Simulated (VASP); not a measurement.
Input of a VASP 6.6.1 run:

INCAR

```
PREC = Accurate
ENCUT = 520
EDIFF = 1E-6
ISMEAR = 0
SIGMA = 0.15
LREAL = False
LASPH = True
NELM = 60
ALGO = Fast
ISIF = 2
LWAVE = False
LCHARG = False
GGA = PE
NBANDS = 22
```

File KPOINTS:

```
regular mesh
0
Gamma
  21 21 12
```

POSCAR

```
Rh
1.0
    2.9457998745      0.0000000000      0.0000000000
   -1.4728999373      2.5511375257      0.0000000000
    0.0000000000      0.0000000000      4.2021835209
Rh
2
Direct
    0.6666666667      0.3333333333      0.7500000000
    0.3333333333      0.6666666667      0.2500000000
```

Potentials or basis: VASP PAW PBE potentials, release 64 (Rh_pv).

Launch:

```bash
$ cat potpaw_PBE.64/Rh_pv/POTCAR > POTCAR
$ mpirun -np 1 vasp_std > vasp.out
```

Question: Estimate the band gap on the k mesh.

Answer: Zero (bands 15 and 16 overlap by 1.47 eV).

Question: Predict the pressure.

Answer: -18.1 GPa.

Stress tensor (GPa, compression positive):
```
-23.28   0.00   0.00
  0.00 -23.28   0.00
  0.00   0.00  -7.76
```

Caveat: the stress differs along the axes, from -23 to -8 GPa.
